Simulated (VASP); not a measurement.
# Li2S (Fm-3m) in VASP: notebook

The runs below take Li2S through single point, with HF, HSE06.

Program: VASP 6.6.1. These are calculated values, not measurements. Logs are shortened: lines on timing, memory, paths and dates and some standing lists are left out, and cuts for length are marked.

### Step 1. The cell of the first run

It takes space group Fm-3m (No. 225, cubic). The conventional cell has a = 5.691 Å, b = 5.691 Å, c = 5.691 Å, α = 90.00°, β = 90.00°, γ = 90.00°. Within 3.3 Å of S (site symmetry m-3m) lie 8 Li at 2.46 Å. Within 3.3 Å of Li (site symmetry -43m) lie 4 S at 2.46 Å and 6 Li at 2.85 Å.

### Step 2. Single point, HF

Contents of POSCAR:

```
Li2S
1.0
    0.0000000000      2.8452943326      2.8452943326
    2.8452943326      0.0000000000      2.8452943326
    2.8452943326      2.8452943326      0.0000000000
S Li
1 2
Direct
    0.0000000000      0.0000000000      0.0000000000
    0.2500000000      0.2500000000      0.2500000000
    0.7500000000      0.7500000000      0.7500000000
```

Contents of INCAR.step1:

```
SYSTEM = Li2S
PREC     = Accurate       ! precision mode
ENCUT    = 650            ! plane-wave cutoff, eV
EDIFF    = 1E-5           ! SCF threshold, eV
ISMEAR   = 0              ! smearing method
SIGMA    = 0.01           ! smearing width, eV
LREAL    = .FALSE.        ! projectors in reciprocal space
LASPH    = .TRUE.         ! aspherical terms in the spheres
NELM     = 120            ! most SCF steps
ALGO     = Normal         ! electronic algorithm
ISIF     = 2              ! what is computed and relaxed
LWAVE    = .TRUE.         ! write WAVECAR
LCHARG   = .FALSE.        ! write CHGCAR
GGA      = PE             ! functional
NBANDS   = 13             ! bands
GGA_COMPAT= .FALSE.
```

Contents of INCAR.step2:

```
SYSTEM = Li2S
PREC     = Accurate       ! precision mode
ENCUT    = 650            ! plane-wave cutoff, eV
EDIFF    = 1E-6           ! SCF threshold, eV
ISMEAR   = 0              ! smearing method
SIGMA    = 0.01           ! smearing width, eV
LREAL    = .FALSE.        ! projectors in reciprocal space
LASPH    = .TRUE.         ! aspherical terms in the spheres
NELM     = 120            ! most SCF steps
ALGO     = Normal         ! electronic algorithm
ISIF     = 2              ! what is computed and relaxed
LWAVE    = .FALSE.        ! write WAVECAR
LCHARG   = .FALSE.        ! write CHGCAR
GGA      = PE             ! functional
LHFCALC  = .TRUE.         ! exact exchange
AEXX     = 1.0            ! exact-exchange fraction
ALDAC    = 0.0          
AGGAC    = 0.0          
PRECFOCK = Normal       
ISTART   = 1            
NBANDS   = 13             ! bands
GGA_COMPAT= .FALSE.
```

Contents of KPOINTS:

```
regular mesh
0
G
  6 6 6
  0 0 0
```

Potentials or basis: VASP PAW PBE potentials, release 64 (S, Li_sv).

Started as:

```sh
$ cat potpaw_PBE.64/S/POTCAR potpaw_PBE.64/Li_sv/POTCAR > POTCAR
$ cp INCAR.step1 INCAR
$ mpirun -np 1 vasp_std > vasp.out
$ cp INCAR.step2 INCAR
$ mpirun -np 1 vasp_std > vasp.out
```

OUTCAR:

```text
SYSTEM = Li2S
   PREC = Accurate
   ENCUT = 650
   EDIFF = 1E-6
   ISMEAR = 0
   LREAL = .FALSE.
   LASPH = .TRUE.
   NELM = 120
   ISIF = 2
   GGA = PE
   LHFCALC = .TRUE.
   AEXX = 1.0
   PRECFOCK = Normal
   ISTART = 1

 ion  position               nearest neighbor table
   1  0.000  0.000  0.000-   3 2.46   3 2.46   3 2.46   2 2.46   3 2.46   2 2.46   2 2.46   2 2.46

   2  0.250  0.250  0.250-   1 2.46   1 2.46   1 2.46   1 2.46
   3  0.750  0.750  0.750-   1 2.46   1 2.46   1 2.46   1 2.46

  LATTYP: Found a face centered cubic cell.
 ALAT       =     5.6905886652

  Lattice vectors:

 A1 = (   0.0000000000,   2.8452943326,   2.8452943326)
 A2 = (   2.8452943326,   0.0000000000,   2.8452943326)
 A3 = (   2.8452943326,   2.8452943326,   0.0000000000)

Analysis of symmetry for initial positions (statically):
=====================================================================
 Subroutine PRICEL returns:
 Original cell was already a primitive cell.

 Routine SETGRP: Setting up the symmetry group for a
 face centered cubic supercell.

 Subroutine GETGRP returns: Found 48 space group operations
 (whereof 48 operations were pure point group operations)
 out of a pool of 48 trial point group operations.

The static configuration has the point symmetry O_h .

Analysis of symmetry for dynamics (positions and initial velocities):
=====================================================================
 Subroutine PRICEL returns:
 Original cell was already a primitive cell.

 Routine SETGRP: Setting up the symmetry group for a
 face centered cubic supercell.

 Subroutine GETGRP returns: Found 48 space group operations
 (whereof 48 operations were pure point group operations)
 out of a pool of 48 trial point group operations.

The dynamic configuration has the point symmetry O_h .

 Subroutine INISYM returns: Found 48 space group operations
 (whereof 48 operations are pure point group operations),
 and found     1 'primitive' translations

----------------------------------------------------------------------------------------

                                     Primitive cell

  volume of cell :      46.0693

  direct lattice vectors                    reciprocal lattice vectors
     0.000000000  2.845294333  2.845294333    -0.175728744  0.175728744  0.175728744
     2.845294333  0.000000000  2.845294333     0.175728744 -0.175728744  0.175728744
     2.845294333  2.845294333  0.000000000     0.175728744  0.175728744 -0.175728744

  length of vectors
     4.023853834  4.023853834  4.023853834     0.304371113  0.304371113  0.304371113

  position of ions in fractional coordinates (direct lattice)
     0.000000000  0.000000000  0.000000000
     0.250000000  0.250000000  0.250000000
     0.750000000  0.750000000  0.750000000

  ion indices of the primitive-cell ions
   primitive index   ion index
                 1           1
                 2           2
                 3           3

----------------------------------------------------------------------------------------

 KPOINTS: regular mesh

Automatic generation of k-mesh.
 Grid dimensions read from file:
 generate k-points for:    6    6    6

 Generating k-lattice:

  Cartesian coordinates                     Fractional coordinates (reciprocal lattice)
    -0.029288124  0.029288124  0.029288124     0.166666667  0.000000000  0.000000000
     0.029288124 -0.029288124  0.029288124     0.000000000  0.166666667  0.000000000
     0.029288124  0.029288124 -0.029288124     0.000000000  0.000000000  0.166666667

  Length of vectors
     0.050728519  0.050728519  0.050728519

  Shift w.r.t. Gamma in fractional coordinates (k-lattice)
     0.000000000  0.000000000  0.000000000

 Subroutine IBZKPT returns following result:
 ===========================================

 Found     16 irreducible k-points:

 Following reciprocal coordinates:
            Coordinates               Weight
  0.000000  0.000000  0.000000      1.000000
  0.166667  0.000000  0.000000      8.000000
  0.333333  0.000000  0.000000      8.000000
  0.500000  0.000000  0.000000      4.000000
  0.166667  0.166667  0.000000      6.000000
  0.333333  0.166667  0.000000     24.000000
[... 8 lines left out ...]
 -0.333333  0.333333  0.166667     24.000000
 -0.333333  0.500000  0.166667     12.000000
   k-points           NKPTS =     16   k-points in BZ     NKDIM =    216   number of bands    NBANDS=     13
   number of dos      NEDOS =    301   number of ions     NIONS =      3
   total plane-waves  NPLWV =  46656
   dimension x,y,z NGX =    36 NGY =   36 NGZ =   36
   dimension x,y,z NGXF=    72 NGYF=   72 NGZF=   72
   ions per type =               1   2
   NGX,Y,Z   is equivalent  to a cutoff of  14.87, 14.87, 14.87 a.u.
   NGXF,Y,Z  is equivalent  to a cutoff of  29.75, 29.75, 29.75 a.u.
 SYSTEM =  Li2S
   PREC   = accura    normal or accurate (medium, high low for compatibility)
   ISTART =      1    job   : 0-new  1-cont  2-samecut
   ICHARG =      0    charge: 1-file 2-atom 10-const
   ISPIN  =      1    spin polarized calculation?
   LNONCOLLINEAR =      F non collinear calculations
   LSORBIT =      F    spin-orbit coupling
   LASPH  =      T    aspherical Exc in radial PAW
   ENCUT  =  650.0 eV  47.77 Ry    6.91 a.u.   8.36  8.36  8.36*2*pi/ulx,y,z
   NELM   =    120;   NELMIN=  2; NELMDL=  0     # of ELM steps
   EDIFF  = 0.1E-05   stopping-criterion for ELM
   LREAL  =      F    real-space projection
   EDIFFG = 0.1E-04   stopping-criterion for IOM
   NSW    =      0    number of steps for IOM
   IBRION =     -1    ionic relax: 0-MD 1-quasi-New 2-CG
   NFREE  =      0    steps in history (QN), initial steepest desc. (CG)
   ISIF   =      2    stress and relaxation
   ISYM   =      3    0-nonsym 1-usesym 2-fastsym
   POTIM  = 0.5000    time-step for ionic-motion
   TEBEG  =    0.0;   TEEND  =   0.0 temperature during run
   PSTRESS=    0.0 pullay stress
   NELECT =      12.0000    total number of electrons
   NUPDOWN=      -1.0000    fix difference up-down
   EMIN   =  10.00;   EMAX   =-10.00  energy-range for DOS
   EFERMI =   0.00;   METHOD = LEGACY
   ISMEAR =     0;   SIGMA  =   0.01  broadening in eV -4-tet -1-fermi 0-gaus
   EFERMI_NEDOS =   21; number of points for ismear=-14 and -15
   IALGO  =     38    algorithm
   IMIX   =      1    mixing-type and parameters
     AMIX     =   0.40;   BMIX     =  1.00
     AMIX_MAG =   1.60;   BMIX_MAG =  1.00
  volume/ion in A,a.u.               =      15.36       103.63
  Fermi-wavevector in a.u.,A,eV,Ry     =   1.045518  1.975742 14.872627  1.093107
  Thomas-Fermi vector in A             =   2.180317
   LORBIT       =      0    0 simple, 1 ext, 2 COOP (PROOUT), +10 PAW based schemes
   GGA     = PE    functional components
   LHFCALC =     T    Hartree Fock is set to
   PRECFOCK=normal    Normal, Fast or Accurate (Low or Medium for compatibility)
   ENCUT4O =  -1.0   cutoff for four orbital integrals eV
   NKREDX  =     1    reduce k-point grid by
   NKREDY  =     1    reduce k-point grid by
   NKREDZ  =     1    reduce k-point grid by
   AEXX    =    1.0000 exact exchange contribution
   HFSCREEN=    0.0000 screening length (either q_TF or 0.3 A-1)
   HFSCREENC=   0.0000 screening length for correlation (either q_TF or 0.3 A-1)
   ENCUTFOCK=  -1.0 apply spherical cutoff to Coloumb kernel
   IVDW    =     0    specifies the selected vdW correction
   LEPSILON=     F    determine dielectric tensor
   LRPA    =     F    only Hartree local field effects (RPA)
 non-spin polarized calculation
 Gauss-broadening in eV      SIGMA  =   0.01
  energy-cutoff  :      650.00
  volume of cell :       46.07
 maximum number of plane-waves:      1759
 NGX is ok and might be reduce to    36
  NGX = 28; NGY = 28; NGZ = 28

 number of electron      11.9999998 magnetization

 Free energy of the ion-electron system (eV)
  ---------------------------------------------------
  ext. energy  EPLUGINS =         0.00000000
  ---------------------------------------------------
  free energy    TOTEN  =       -19.85273120 eV

  energy without entropy =      -19.85273120  energy(sigma->0) =      -19.85273120

 E-fermi :  -1.6547     XC(G=0):   0.0000

 val. band max:       -1.7801572812   @ k =   0.0000   0.0000   0.0000
 cond. band min:       8.6929836661   @ k =   0.5000   0.5000   0.0000
 fundamental gap:     10.4731409473
 Fermi energy:        -1.6546772274

 k-point     1 :       0.0000    0.0000    0.0000
  band No.  band energies     occupation
      1     -58.3950      2.00000
      2     -58.3487      2.00000
      3     -17.4414      2.00000
      4      -1.7802      2.00000
      5      -1.7802      2.00000
      6      -1.7802      2.00000
      7      10.0616      0.00000
      8      12.3557      0.00000
      9      12.3557      0.00000
     10      12.3557      0.00000
     11      17.9846      0.00000
     12      17.9846      0.00000
     13      19.1479      0.00000

 k-point     2 :       0.1667    0.0000    0.0000
  band No.  band energies     occupation
      1     -58.3917      2.00000
      2     -58.3511      2.00000
      3     -17.2882      2.00000
      4      -2.9861      2.00000
      5      -1.9653      2.00000
      6      -1.9653      2.00000
      7      10.8377      0.00000
      8      12.8033      0.00000
      9      12.8033      0.00000
     10      13.0714      0.00000
     11      16.4782      0.00000
     12      16.4782      0.00000
     13      19.4062      0.00000

 k-point     3 :       0.3333    0.0000    0.0000
  band No.  band energies     occupation
      1     -58.3823      2.00000
      2     -58.3585      2.00000
      3     -16.9492      2.00000
      4      -4.8992      2.00000
      5      -2.2998      2.00000
      6      -2.2998      2.00000
      7      11.8086      0.00000
      8      12.8791      0.00000
      9      12.8791      0.00000
     10      14.3590      0.00000
     11      17.2039      0.00000
     12      17.2039      0.00000
     13      20.4044      0.00000
[... 177 lines left out ...]
 k-point    15 :      -0.3333    0.3333    0.1667
  band No.  band energies     occupation
      1     -58.3697      2.00000
      2     -58.3693      2.00000
      3     -16.5958      2.00000
      4      -4.9667      2.00000
      5      -3.9098      2.00000
      6      -3.2949      2.00000
      7      11.3028      0.00000
      8      13.2054      0.00000
      9      15.6141      0.00000
     10      16.2296      0.00000
     11      16.6300      0.00000
     12      18.9660      0.00000
     13      20.8438      0.00000

 k-point    16 :      -0.3333    0.5000    0.1667
  band No.  band energies     occupation
      1     -58.3737      2.00000
      2     -58.3649      2.00000
      3     -16.5420      2.00000
      4      -4.6132      2.00000
      5      -4.0000      2.00000
      6      -3.8968      2.00000
      7      10.1774      0.00000
      8      14.2555      0.00000
      9      14.9484      0.00000
     10      16.9796      0.00000
     11      18.7936      0.00000
     12      19.8658      0.00000
     13      20.0610      0.00000

------------------------ aborting loop because EDIFF is reached ----------------------------------------

  FORCE on cell =-STRESS in cart. coord.  units (eV):
  Direction    XX          YY          ZZ          XY          YZ          ZX
  --------------------------------------------------------------------------------------
  -------------------------------------------------------------------------------------
  Total        0.5386922      0.5386922      0.5386922     -0.0000000     -0.0000000     -0.0000000
  in kB       18.7343966     18.7343966     18.7343966     -0.0000000     -0.0000000     -0.0000000
  external PRESSURE =      18.7343966 kB  Pullay stress =       0.0000000 kB

 VOLUME and BASIS-vectors are now :
 -----------------------------------------------------------------------------
  energy-cutoff  :      650.00
  volume of cell :       46.07
      direct lattice vectors                 reciprocal lattice vectors
     0.000000000  2.845294333  2.845294333    -0.175728744  0.175728744  0.175728744
     2.845294333  0.000000000  2.845294333     0.175728744 -0.175728744  0.175728744
     2.845294333  2.845294333  0.000000000     0.175728744  0.175728744 -0.175728744

 POSITION                                       TOTAL-FORCE (eV/Angst)
 -----------------------------------------------------------------------------------
      0.00000      0.00000      0.00000        -0.000000      0.000000     -0.000000
      1.42265      1.42265      1.42265        -0.000000      0.000000      0.000000
      4.26794      4.26794      4.26794         0.000000     -0.000000     -0.000000
 -----------------------------------------------------------------------------------
    total drift:                                0.000000      0.000000      0.000000

  FREE ENERGIE OF THE ION-ELECTRON SYSTEM (eV)
  ---------------------------------------------------
  free  energy   TOTEN  =       -19.8527311991 eV

  energy  without entropy=      -19.8527311991  energy(sigma->0) =      -19.85273120
```

It took 38 min on 1 thread of Intel Xeon Platinum 8259CL at 2.50GHz (Skylake/Cascade Lake), shared host; peak memory 0.23 GiB.

What came out:

```yaml
Free_energy: -19.8527 eV
Pressure: 1.9 GPa
Band_gap_on_the_k_mesh: 10.47 eV (least direct gap 11.84 eV)
```

Levels at points of the mesh, in eV from the valence-band top:
```tsv
k point	band 2	band 3	band 4	band 5	band 6	band 7	band 8	band 9	band 10	band 11
(0.00, 0.00, 0.00)	-56.57	-15.66	0.00	0.00	0.00	11.84	14.14	14.14	14.14	19.76
(0.50, 0.00, 0.00)	-56.59	-14.98	-3.94	-0.67	-0.67	14.02	14.40	14.40	16.56	21.91
(0.50, 0.50, 0.00)	-56.58	-14.77	-3.11	-1.87	-1.87	10.47	14.94	20.13	20.13	21.49
```

Caveat: the structure was generated, so it needn't be the stable form of Li2S; the PAW data sets were made with another functional, which shifts forces and pressure a little. A k mesh can miss the band edges.

### Step 3. Single point, HSE06

POSCAR is that of step 2.

Contents of INCAR.step1:

```
PREC     = Accurate       # precision mode
ENCUT    = 650            # plane-wave cutoff, eV
EDIFF    = 1E-5           # SCF threshold, eV
ISMEAR   = 0              # smearing method
SIGMA    = 0.01           # smearing width, eV
LREAL    = F              # projectors in reciprocal space
LASPH    = T              # aspherical terms in the spheres
NELM     = 120            # most SCF steps
ALGO     = Normal         # electronic algorithm
ISIF     = 2              # what is computed and relaxed
LWAVE    = T              # write WAVECAR
LCHARG   = F              # write CHGCAR
NBANDS   = 13             # bands
GGA      = PE             # functional
GGA_COMPAT= F
```

Contents of INCAR.step2:

```
PREC     = Accurate       # precision mode
ENCUT    = 650            # plane-wave cutoff, eV
EDIFF    = 1E-6           # SCF threshold, eV
ISMEAR   = 0              # smearing method
SIGMA    = 0.01           # smearing width, eV
LREAL    = F              # projectors in reciprocal space
LASPH    = T              # aspherical terms in the spheres
NELM     = 120            # most SCF steps
ALGO     = Normal         # electronic algorithm
ISIF     = 2              # what is computed and relaxed
LWAVE    = F              # write WAVECAR
LCHARG   = F              # write CHGCAR
GGA      = PE             # functional
LHFCALC  = T              # exact exchange
HFSCREEN = 0.2079         # screening, 1/A
PRECFOCK = Normal       
NBANDS   = 13             # bands
ISTART   = 1            
GGA_COMPAT= F
```

Contents of KPOINTS:

```
Automatic mesh
0
Gamma
  6 6 6
```

Potentials or basis: VASP PAW PBE potentials, release 64 (S, Li_sv).

Started as:

```sh
$ cat potpaw_PBE.64/S/POTCAR potpaw_PBE.64/Li_sv/POTCAR > POTCAR
$ cp INCAR.step1 INCAR
$ mpirun -np 1 vasp_std > vasp.out
$ cp INCAR.step2 INCAR
$ mpirun -np 1 vasp_std > vasp.out
```

Wall time 30 min (1 thread of Intel Xeon Platinum 8375C at 2.90GHz (Ice Lake), shared host); peak memory 0.32 GiB.

The run converged. Its results:

```
Free energy            : -13.5172 eV
Pressure               : -0.6 GPa
Band gap on the k mesh : 4.33 eV (least direct gap 5.35 eV)
```

Levels at points of the mesh, in eV from the valence-band top:
| k point | band 2 | band 3 | band 4 | band 5 | band 6 | band 7 | band 8 | band 9 | band 10 | band 11 |
| --- | --- | --- | --- | --- | --- | --- | --- | --- | --- | --- |
| (0.00, 0.00, 0.00) | -47.10 | -12.19 | 0.00 | 0.00 | 0.00 | 5.35 | 7.39 | 7.39 | 7.39 | 12.52 |
| (0.50, 0.00, 0.00) | -47.12 | -11.69 | -3.16 | -0.55 | -0.55 | 7.28 | 7.72 | 7.72 | 9.65 | 14.28 |
| (0.50, 0.50, 0.00) | -47.11 | -11.54 | -2.41 | -1.54 | -1.54 | 4.33 | 8.25 | 12.56 | 12.56 | 13.67 |

Caveat: the structure was generated, so it needn't be the stable form of Li2S; the PAW data sets were made with another functional, which shifts forces and pressure a little.
